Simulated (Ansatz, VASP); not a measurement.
## Two plane-wave programs on MoS

```
Mo S
1.0
     0.00000    2.62345    2.62345
     2.62345    0.00000    2.62345
     2.62345    2.62345    0.00000
Mo S
1 1
Direct
  0.50000 0.50000 0.50000
  0.00000 0.00000 0.00000
```

Change from the starting cell: species swapped into the AgCl type (Fm-3m, No. 225).

Alike in both runs: task single point; functional PBE; k mesh 6 × 6 × 6; occupations gaussian, width 0.1 eV; collinear spin.

|  | VASP | Ansatz |
| --- | --- | --- |
| version | VASP 6.6.1 | Ansatz 0.2.0 |
| potentials or method | VASP PAW PBE potentials, release 64 (Mo_sv, S), cutoff 520 eV | scalar-relativistic, plane waves, PAW |
| valence electrons in the cell | 20 | 20 |

|  | VASP | Ansatz | Ansatz less VASP |
| --- | --- | --- | --- |
| gap on the k mesh at the Fermi level (eV) | none | none | - |
| pressure (GPa) | -19.2 | -19.2 | +0.02 |
| net moment per atom (μB) | 0.30 | 0.30 | 0.000 |
| size of the moment on the site where the two differ most (μB) | 0.56 | 0.49 | -0.069 |

Site moments also hang on the region over which each program counts them. A gap of «none» marks a metal or a gap that the smearing closes.
